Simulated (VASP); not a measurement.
A run of VASP 6.6.1 is set up as follows.

The input INCAR:

```
SYSTEM = CuI
PREC = Accurate ; ENCUT = 520
EDIFF = 1E-6 ; ISMEAR = 0
SIGMA = 0.05 ; LREAL = .False.
LASPH = .True. ; NELM = 60
ALGO = Normal ; ISIF = 2
LWAVE = .False. ; LCHARG = .True.
GGA = CA ; LELF = .True.
LVHAR = .True. ; NBANDS = 26
```

The input KPOINTS:

```
regular mesh
0
Gamma
  8 8 4
  0 0 0
```

Contents of POSCAR:

```
CuI
1.0
    4.0901961900      0.0000000000      0.0000000000
    0.0000000000      4.0901961900      0.0000000000
    0.0000000000      0.0000000000      6.5514580400
Cu I
2 2
Direct
    0.5000000000      0.5000000000      0.0000000000
    0.0000000000      0.0000000000      0.0000000000
    0.5000000000      0.0000000000      0.2569656400
    0.0000000000      0.5000000000      0.7430343600
```

Potentials or basis: VASP PAW LDA potentials, release 64 (Cu, I).

Command:

```sh
$ cat potpaw_LDA.64/Cu/POTCAR potpaw_LDA.64/I/POTCAR > POTCAR
$ mpirun -np 1 vasp_std > vasp.out
```

Predict the pressure.

-3.4 GPa.

Estimate the band gap on the k mesh.

1.45 eV, direct.

Estimate the largest force.

0.472 eV/Å.

Forces in eV/Å, atoms in the order of the input:
```
Cu   0.000  0.000  0.000
Cu   0.000  0.000  0.000
I    0.000  0.000 -0.472
I    0.000  0.000  0.472
```

Caveat: spin-orbit coupling is left out, which moves the levels of the heavy elements. A hybrid or GW would open this gap; LDA tends to underestimate it.
